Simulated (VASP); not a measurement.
Here is a VASP 6.6.1 calculation.

Contents of INCAR:

```
SYSTEM = Ge2Sb
PREC = Accurate
ENCUT = 520
EDIFF = 1E-6
ISMEAR = 0
SIGMA = 0.1
LREAL = .False.
LASPH = .True.
NELM = 100
ALGO = Normal
ISIF = 2
LWAVE = .False.
LCHARG = .False.
GGA = PE
NBANDS = 24
```

KPOINTS

```
Automatic mesh
0
Gamma
  4 4 4
  0 0 0
```

Contents of POSCAR:

```
Ge2Sb
1.0
    0.0000000000      3.3576113000      3.3576113000
    3.3576113000      0.0000000000      3.3576113000
    3.3576113000      3.3576113000      0.0000000000
Ge Sb
2 1
Direct
    0.2500000000      0.2500000000      0.2500000000
    0.5000000000      0.5000000000      0.5000000000
    0.0000000000      0.0000000000      0.0000000000
```

Potentials or basis: VASP PAW PBE potentials, release 64 (Ge_d, Sb).

Command:

```sh
$ cat potpaw_PBE.64/Ge_d/POTCAR potpaw_PBE.64/Sb/POTCAR > POTCAR
$ mpirun -np 1 vasp_std > vasp.out
```

**Question.** Predict the pressure.

**Answer.** 1.2 GPa.

Caveat: the k points lie up to 0.41 Å⁻¹ apart.
